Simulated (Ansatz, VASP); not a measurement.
Two plane-wave programs on Zr

```
CELL_PARAMETERS angstrom
3.14715 0.00000 0.00000
-1.57358 2.72551 0.00000
0.00000 0.00000 5.07900
ATOMIC_POSITIONS crystal
Zr 0.33333 0.66667 0.75000
Zr 0.66667 0.33333 0.25000
```

Alike in both runs: functional LDA; k mesh 16 × 16 × 8; occupations gaussian, width 0.05 eV; no spin polarisation.

Ansatz relaxed the structure, and its values are those at the end. VASP's run is a single point on that final structure, the one shown.

|  | VASP | Ansatz |
| --- | --- | --- |
| version | VASP 6.6.1 | Ansatz 0.2.0 |
| potentials or method | VASP PAW LDA potentials, release 64 (Zr_sv), cutoff 520 eV | scalar-relativistic, plane waves, PAW |
| valence electrons in the cell | 24 | 24 |

VASP gave:

* pressure (GPa): 0.1

Q: Which values does Ansatz return?

A: Pressure (GPa): 0.0.

LDA's correlation is that of Perdew and Zunger in VASP and of Perdew and Wang (1992) in Ansatz.
